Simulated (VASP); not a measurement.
Set up this calculation in VASP 6.6.1, as the native input.

| Quantity | Value |
| --- | --- |
| Task | single point |
| Functional | PBE |
| Potentials or basis | VASP PAW PBE potentials, release 64 (Na_pv) |
| Cutoff | 520 eV |
| k mesh | 9 × 9 × 9 |
| Occupations | fermi-dirac, width 0.05 eV |
| Spin | no spin polarisation |
| Dipole correction | no |
| Further INCAR settings | ALGO = Normal; EDIFF = 1e-06; NBANDS = 10 |

The structure of Na lies in POSCAR:

```
Na
1.0
   -2.1120640205      2.1120640205      2.1120640205
    2.1120640205     -2.1120640205      2.1120640205
    2.1120640205      2.1120640205     -2.1120640205
Na
1
Direct
    0.0000000000      0.0000000000      0.0000000000
```

This cell differs from its parent crystal: volume scaled by 0.96.

The input as run:

INCAR

```
SYSTEM = Na
PREC     = Accurate       ! precision mode
ENCUT    = 520            ! plane-wave cutoff, eV
EDIFF    = 1E-6           ! SCF threshold, eV
ISMEAR   = -1             ! smearing method
SIGMA    = 0.05           ! smearing width, eV
LREAL    = .False.        ! projectors in reciprocal space
LASPH    = .True.         ! aspherical terms in the spheres
NELM     = 80             ! most SCF steps
ALGO     = Normal         ! electronic algorithm
ISIF     = 2              ! what is computed and relaxed
LWAVE    = .False.        ! write WAVECAR
LCHARG   = .False.        ! write CHGCAR
GGA      = PE             ! functional
NBANDS   = 10             ! bands
```

KPOINTS

```
Automatic mesh
0
Gamma
  9 9 9
  0 0 0
```

Potentials or basis: VASP PAW PBE potentials, release 64 (Na_pv).

Launch:

```console
$ cat potpaw_PBE.64/Na_pv/POTCAR > POTCAR
$ mpirun -np 1 vasp_std > vasp.out
```

Results of the run:

| Property | Result |
| --- | --- |
| Pressure | -0.2 GPa |

Wall time 3.8 s on 1 thread of Intel(R) Xeon(R) 6975P-C (Granite Rapids), with other jobs on the host, peak memory 0.15 GiB.
